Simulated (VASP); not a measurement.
# AgPdO2 (Pmmm) in VASP: further runs, part 2 of 2

VASP 6.6.1.

## (3) Relaxation of cell and atoms, LDA

This run uses another cell than the first one, of 13.63 Å³/atom.

Input file INCAR:

```
SYSTEM = AgPdO2
  PREC = Accurate
  ENCUT = 600
  EDIFF = 1E-6
  ISMEAR = -1
  SIGMA = 0.1
  LREAL = .False.
  LASPH = .True.
  NELM = 60
  ALGO = Normal
  ISIF = 3
  LWAVE = .False.
  LCHARG = .False.
  GGA = CA
  IBRION = 2
  NSW = 80
  EDIFFG = -0.02
```

Input file KPOINTS:

```
Automatic mesh
0
Gamma
  9 8 5
  0 0 0
```

Input file POSCAR:

```
AgPdO2
1.0
    3.0045097400      0.0000000000      0.0000000000
    0.0000000000      3.3471709200      0.0000000000
    0.0000000000      0.0000000000      5.4231404900
Ag Pd O
1 1 2
Direct
    0.5000000000      0.5000000000      0.4999999991
    0.0000000000      0.0000000000      0.0000000000
    0.5000000000      0.0000000000      0.2460425306
    0.5000000000      0.0000000000      0.7539574694
```

Potentials or basis: VASP PAW LDA potentials, release 64 (Ag, Pd, O).

The run is started by

```
$ cat potpaw_LDA.64/Ag/POTCAR potpaw_LDA.64/Pd/POTCAR potpaw_LDA.64/O/POTCAR > POTCAR
$ mpirun -np 1 vasp_std > vasp.out
```

OUTCAR:

```text
SYSTEM = AgPdO2
   PREC = Accurate
   ENCUT = 600
   EDIFF = 1E-6
   ISMEAR = -1
   LREAL = .False.
   LASPH = .True.
   NELM = 60
   ISIF = 3
   GGA = CA
   IBRION = 2
   NSW = 80
   EDIFFG = -0.02

 ion  position               nearest neighbor table
   1  0.500  0.500  0.500-   3 2.17   3 2.17   4 2.17   4 2.17   2 3.52   2 3.52   2 3.52   2 3.52
                             2 3.52   2 3.52   2 3.52   2 3.52
   2  0.000  0.000  0.000-   3 2.01   4 2.01   3 2.01   4 2.01   1 3.52   1 3.52   1 3.52   1 3.52
                             1 3.52   1 3.52   1 3.52   1 3.52
   3  0.500  0.000  0.246-   2 2.01   2 2.01   1 2.17   1 2.17
   4  0.500  0.000  0.754-   2 2.01   2 2.01   1 2.17   1 2.17

  LATTYP: Found a simple orthorhombic cell.
 ALAT       =     3.0045097400
 B/A-ratio  =     1.1140489496
 C/A-ratio  =     1.8050001362

  Lattice vectors:

 A1 = (   3.0045097400,   0.0000000000,   0.0000000000)
 A2 = (   0.0000000000,   3.3471709200,   0.0000000000)
 A3 = (   0.0000000000,   0.0000000000,   5.4231404900)

Analysis of symmetry for initial positions (statically):
=====================================================================
 Subroutine PRICEL returns:
[... 181 lines left out ...]
  --------------------------------------------------------------------------------------
  -------------------------------------------------------------------------------------
  Total       -2.7575099     -2.2727536     -3.1398693      0.0000000      0.0000000      0.0000000
  in kB      -81.0075142    -66.7668035    -92.2401059      0.0000000      0.0000000      0.0000000
  external PRESSURE =     -80.0048078 kB  Pullay stress =       0.0000000 kB
[... 291 lines left out ...]
--------------------------------------- Ionic step        9  -------------------------------------------

 number of electron      33.0000009 magnetization

 Free energy of the ion-electron system (eV)
  ---------------------------------------------------
  ext. energy  EPLUGINS =         0.00000000
  ---------------------------------------------------
  free energy    TOTEN  =       -23.09058899 eV

  energy without entropy =      -23.03811322  energy(sigma->0) =      -23.06435111

 E-fermi :   6.1443     XC(G=0): -12.0234

 val. band max:        6.1194373910   @ k =   0.0000   0.3750   0.0000
 cond. band min:       6.1831712006   @ k =   0.1111   0.5000   0.2000
 fundamental gap:      0.0637338096
 Fermi energy:         6.1442862921

 k-point     1 :       0.0000    0.0000    0.0000
  band No.  band energies     occupation
      1     -13.4491      2.00000
      2     -12.1505      2.00000
      3      -2.4959      2.00000
      4      -0.7741      2.00000
      5      -0.6880      2.00000
      6       0.9452      2.00000
[... 541 lines left out ...]
     19       9.6516      0.00000
     20      12.5692      0.00000

 [... further k-points ...]

------------------------ aborting loop because EDIFF is reached ----------------------------------------

  FORCE on cell =-STRESS in cart. coord.  units (eV):
  Direction    XX          YY          ZZ          XY          YZ          ZX
  --------------------------------------------------------------------------------------
  -------------------------------------------------------------------------------------
  Total       -0.0378365     -0.0693977     -0.0303540      0.0000000      0.0000000      0.0000000
  in kB       -1.1726685     -2.1508442     -0.9407632      0.0000000      0.0000000      0.0000000
  external PRESSURE =      -1.4214253 kB  Pullay stress =       0.0000000 kB
[... 19 lines left out ...]
  FREE ENERGIE OF THE ION-ELECTRON SYSTEM (eV)
  ---------------------------------------------------
  free  energy   TOTEN  =       -23.0905889911 eV

  energy  without entropy=      -23.0381132199  energy(sigma->0) =      -23.06435111

 reached required accuracy - stopping structural energy minimisation
```

OSZICAR:

```text
N       E                     dE             d eps       ncg     rms          rms(c)
DAV:   1     0.250127703348E+03    0.25013E+03   -0.18461E+04  3000   0.176E+03
DAV:   2    -0.106628228894E+02   -0.26079E+03   -0.24735E+03  3360   0.381E+02
DAV:   3    -0.264097457940E+02   -0.15747E+02   -0.15405E+02  3292   0.976E+01
[... 78 lines left out ...]
DAV:   2    -0.230906663336E+02    0.49203E-03   -0.12678E-03  3084   0.364E-01    0.788E-02
DAV:   3    -0.230906098581E+02    0.56476E-04   -0.13936E-04  3232   0.162E-01    0.504E-02
DAV:   4    -0.230905963686E+02    0.13490E-04   -0.49326E-05  3212   0.122E-01    0.328E-02
DAV:   5    -0.230905892940E+02    0.70746E-05   -0.15561E-05  3168   0.614E-02    0.943E-03
DAV:   6    -0.230905889911E+02    0.30282E-06   -0.18696E-06  1532   0.168E-02
   9 F= -.23090589E+02 E0= -.23064351E+02  d E =-.114806E-03
```

CONTCAR:

```text
AgPdO2
   1.00000000000000
     2.9532285560583342   -0.0000000000000000    0.0000000000000000
    -0.0000000000000000    3.2768278767639756    0.0000000000000000
     0.0000000000000000    0.0000000000000000    5.3419018798533981
  Ag              Pd              O
     1     1     2
Direct
     0.5000000000000000    0.5000000000000000    0.4999999990999981
     0.0000000000000000    0.0000000000000000    0.0000000000000000
     0.5000000000000000    0.0000000000000000    0.2469097707678686
     0.5000000000000000    1.0000000000000000    0.7530902292321314

  0.00000000E+00  0.00000000E+00  0.00000000E+00
  0.00000000E+00  0.00000000E+00  0.00000000E+00
  0.00000000E+00  0.00000000E+00  0.00000000E+00
  0.00000000E+00  0.00000000E+00  0.00000000E+00
```

Run time: 3.3 min. Hardware: 1 thread of Intel Xeon 6975P-C (Granite Rapids), shared host; peak memory 0.25 GiB.

What came out:

```
Free energy                           : -23.0906 eV
Relaxed volume                        : 12.92 Å³/atom
Relaxed cell                          : a = 2.953 Å, b = 3.277 Å, c = 5.342 Å, α = 90.00°, β = 90.00°, γ = 90.00°
Space group after relaxing (to 0.1 Å) : Pmmm (No. 47)
Energy gained by relaxing             : 18.4 meV/atom
Ionic steps                           : 9
Pressure after relaxing               : -0.1 GPa
Largest force after relaxing          : 0.010 eV/Å
Band gap on the k mesh                : zero (an odd number of electrons rules out a gap without spin polarisation)
```

Forces in eV/Å, atoms in the order of the input:
```
Ag   0.000  0.000  0.000
Pd   0.000  0.000  0.000
O    0.000  0.000 -0.010
O    0.000  0.000  0.010
```

The path:
| step | energy change (eV) | largest force (eV/Å) | pressure (GPa) | volume (Å³) |
| --- | --- | --- | --- | --- |
| 1 | 0.0000 | 0.1869 | -8.00 | 54.54 |
| 2 | 0.0208 | 0.7765 | 10.62 | 49.34 |
| 3 | -0.0693 | 0.2178 | -0.36 | 52.00 |
| 4 | -0.0693 | 0.2264 | -0.18 | 51.95 |
| 5 | -0.0733 | 0.0141 | 0.11 | 51.66 |
| 6 | -0.0734 | 0.0015 | 0.09 | 51.67 |
| 7 | -0.0736 | 0.0137 | -0.10 | 51.72 |
| 8 | -0.0736 | 0.0231 | -0.26 | 51.75 |
| 9 | -0.0737 | 0.0102 | -0.14 | 51.69 |

Final structure:
```
Ag Pd O
1.0
     2.95323    0.00000    0.00000
     0.00000    3.27683    0.00000
     0.00000    0.00000    5.34190
Ag Pd O
1 1 2
Cartesian
  1.4766 1.6384 2.6710
  0.0000 0.0000 0.0000
  1.4766 0.0000 1.3190
  1.4766 3.2768 4.0229
```

Levels at points of the mesh, in eV from the Fermi level:
```tsv
k point	band 12	band 13	band 14	band 15	band 16	band 17	band 18	band 19	band 20
(0.00, 0.00, 0.00)	-3.33	-3.01	-2.40	-1.85	-1.37	1.03	1.52	2.35	5.11
(0.00, 0.50, 0.00)	-2.43	-2.22	-2.10	-0.90	-0.48	-0.31	2.19	4.28	4.93
```

Caveat: an odd number of electrons without spin polarisation forces a metal; a magnetic or distorted state may lie lower.

## (4) Relaxation of cell and atoms, LDA, target pressure 2 GPa, at which the enthalpy is minimised

This run uses another cell than the first one, of 13.63 Å³/atom.

Input file INCAR:

```
SYSTEM = AgPdO2
PREC     = Accurate       ! precision mode
ENCUT    = 600            ! plane-wave cutoff, eV
EDIFF    = 1E-6           ! SCF threshold, eV
ISMEAR   = -1             ! smearing method
SIGMA    = 0.1            ! smearing width, eV
LREAL    = .False.        ! projectors in reciprocal space
LASPH    = .True.         ! aspherical terms in the spheres
NELM     = 100            ! most SCF steps
ALGO     = Normal         ! electronic algorithm
ISIF     = 3              ! what is computed and relaxed
LWAVE    = .False.        ! write WAVECAR
LCHARG   = .False.        ! write CHGCAR
IBRION   = 2              ! ionic algorithm
NSW      = 80             ! ionic steps
EDIFFG   = -0.02          ! ionic threshold
PSTRESS  = 20.0
```

KPOINTS is that of step 3.

POSCAR is that of step 3.

Potentials or basis: VASP PAW LDA potentials, release 64 (Ag, Pd, O).

The run is started by

```
$ cat potpaw_LDA.64/Ag/POTCAR potpaw_LDA.64/Pd/POTCAR potpaw_LDA.64/O/POTCAR > POTCAR
$ mpirun -np 1 vasp_std > vasp.out
```

OUTCAR:

```text
SYSTEM = AgPdO2
   PREC = Accurate
   ENCUT = 600
   EDIFF = 1E-6
   ISMEAR = -1
   LREAL = .False.
   LASPH = .True.
   NELM = 100
   ISIF = 3
   IBRION = 2
   NSW = 80
   EDIFFG = -0.02
   PSTRESS = 20.0

 ion  position               nearest neighbor table
   1  0.500  0.500  0.500-   3 2.17   3 2.17   4 2.17   4 2.17   2 3.52   2 3.52   2 3.52   2 3.52
                             2 3.52   2 3.52   2 3.52   2 3.52
   2  0.000  0.000  0.000-   3 2.01   4 2.01   3 2.01   4 2.01   1 3.52   1 3.52   1 3.52   1 3.52
                             1 3.52   1 3.52   1 3.52   1 3.52
   3  0.500  0.000  0.246-   2 2.01   2 2.01   1 2.17   1 2.17
   4  0.500  0.000  0.754-   2 2.01   2 2.01   1 2.17   1 2.17

  LATTYP: Found a simple orthorhombic cell.
 ALAT       =     3.0045097400
 B/A-ratio  =     1.1140489496
 C/A-ratio  =     1.8050001362

  Lattice vectors:

[... 388 lines left out ...]
  ext. energy  EPLUGINS =         0.00000000
  ---------------------------------------------------
  free energy    TOTEN  =       -23.08662167 eV

  energy without entropy =      -23.03449706  energy(sigma->0) =      -23.06055937

 E-fermi :   6.3519     XC(G=0): -12.1027

 val. band max:        6.3301050749   @ k =   0.0000   0.3750   0.0000
 cond. band min:       6.3940589962   @ k =   0.1111   0.5000   0.2000
 fundamental gap:      0.0639539214
 Fermi energy:         6.3518693788

 k-point     1 :       0.0000    0.0000    0.0000
  band No.  band energies     occupation
      1     -13.3553      2.00000
      2     -12.0439      2.00000
      3      -2.4247      2.00000
      4      -0.6413      2.00000
      5      -0.5930      2.00000
      6       1.0449      2.00000
[... 541 lines left out ...]
     19       9.8668      0.00000
     20      12.7603      0.00000

 [... further k-points ...]

------------------------ aborting loop because EDIFF is reached ----------------------------------------

  FORCE on cell =-STRESS in cart. coord.  units (eV):
  Direction    XX          YY          ZZ          XY          YZ          ZX
  --------------------------------------------------------------------------------------
  -------------------------------------------------------------------------------------
  Total        0.6867640      0.5600570      0.6246869      0.0000000      0.0000000      0.0000000
  in kB       21.5761737     17.5953998     19.6258849      0.0000000      0.0000000      0.0000000
  external PRESSURE =      -0.4008472 kB  Pullay stress =      20.0000000 kB
[... 23 lines left out ...]
  energy  without entropy=      -23.0344970625  energy(sigma->0) =      -23.06055937

  enthalpy is  TOTEN    =       -22.4500268265 eV   P V=        0.6365948438

 reached required accuracy - stopping structural energy minimisation
```

OSZICAR:

```text
N       E                     dE             d eps       ncg     rms          rms(c)
DAV:   1     0.250127703348E+03    0.25013E+03   -0.18461E+04  3000   0.176E+03
DAV:   2    -0.106628228894E+02   -0.26079E+03   -0.24735E+03  3360   0.381E+02
DAV:   3    -0.264097457940E+02   -0.15747E+02   -0.15405E+02  3292   0.976E+01
[... 97 lines left out ...]
DAV:   2    -0.230867738593E+02    0.10169E-02   -0.26082E-03  3080   0.523E-01    0.112E-01
DAV:   3    -0.230866589898E+02    0.11487E-03   -0.26765E-04  3236   0.212E-01    0.683E-02
DAV:   4    -0.230866361462E+02    0.22844E-04   -0.91165E-05  3180   0.166E-01    0.469E-02
DAV:   5    -0.230866222951E+02    0.13851E-04   -0.31214E-05  3196   0.904E-02    0.137E-02
DAV:   6    -0.230866216703E+02    0.62474E-06   -0.42202E-06  2992   0.242E-02
  11 F= -.22450027E+02 E0= -.22423965E+02  d E =-.353221E-03
```

Wall time 3.6 min (1 thread of Intel Xeon 6975P-C (Granite Rapids), shared host); peak memory 0.24 GiB.

What came out:

```
Free energy                                                : -23.0866 eV
Relaxed volume                                             : 12.75 Å³/atom
Relaxed cell                                               : a = 2.934 Å, b = 3.252 Å, c = 5.344 Å, α = 90.00°, β = 90.00°, γ = 90.00°
Space group after relaxing (to 0.1 Å)                      : Pmmm (No. 47)
Energy change on relaxing (the run minimises the enthalpy) : -17.4 meV/atom
Ionic steps                                                : 11
Pressure after relaxing                                    : 2.0 GPa
Largest force after relaxing                               : 0.005 eV/Å
Band gap on the k mesh                                     : zero (an odd number of electrons rules out a gap without spin polarisation)
```

Forces on the atoms (eV/Å):
```
Ag   0.000  0.000  0.000
Pd   0.000  0.000  0.000
O    0.000  0.000 -0.005
O    0.000  0.000  0.005
```

Stress tensor (GPa, compression positive):
```
2.16 0.00 0.00
0.00 1.76 0.00
0.00 0.00 1.96
```

The path:
```
step  energy change (eV)  largest force (eV/Å)  pressure (GPa)  volume (Å³)
   1              0.0000                0.1869           -8.00        54.54
   2              0.1267                1.0024           16.76        48.09
   3             -0.0673                0.2890            1.54        51.45
   4             -0.0666                0.2996            1.77        51.38
   5             -0.0688                0.0399            2.14        51.01
   6             -0.0693                0.0101            2.13        51.05
   7             -0.0705                0.0251            1.83        51.10
   8             -0.0718                0.0561            1.16        51.21
   9             -0.0713                0.0393            1.48        51.15
  10             -0.0706                0.0223            1.72        51.07
  11             -0.0698                0.0048            1.96        51.00
```

Final structure:
```xyz
4
Lattice="2.9339 0.0000 0.0000 0.0000 3.2523 0.0000 0.0000 0.0000 5.3445" Properties=species:S:1:pos:R:3 pbc="T T T"
Ag    1.4670    1.6261    2.6722
Pd    0.0000    0.0000    0.0000
O     1.4670    3.2523    1.3215
O     1.4670    0.0000    4.0230
```

Caveat: the cell is relaxed towards a set pressure, so the run minimises the enthalpy, not the energy; an odd number of electrons without spin polarisation forces a metal; a magnetic or distorted state may lie lower.

## (5) Summary

```tsv
task	cell	cutoff (eV)	gap on the mesh (eV)	pressure (GPa)	largest force (eV/Å)
single point	a = 2.952, b = 3.277, c = 5.340 Å, 4 atoms, atomic positions A	520	none	0.3	0.03
relaxation of cell and atoms	relaxed from a = 3.005, b = 3.347, c = 5.423 Å, 4 atoms, atomic positions B	600	none	-0.1	0.01
relaxation of cell and atoms	relaxed to 2 GPa from a = 3.005, b = 3.347, c = 5.423 Å, 4 atoms, atomic positions B	600	none	2.0	-
```

Alike in all rows: level LDA; potentials or basis VASP PAW LDA potentials, release 64 (Ag, Pd, O); no spin polarisation; k mesh 9 × 8 × 5; smearing fermi-dirac 0.1 eV.

Caveats: an odd number of electrons without spin polarisation forces a metal; a magnetic or distorted state may lie lower; the cell is relaxed towards a set pressure, so the run minimises the enthalpy, not the energy (at least some runs).

Total energies depend on the potentials used, so only differences within one code and one set of settings carry meaning.

The gap in the log of VASP goes by the Fermi energy; the results here count the filled bands.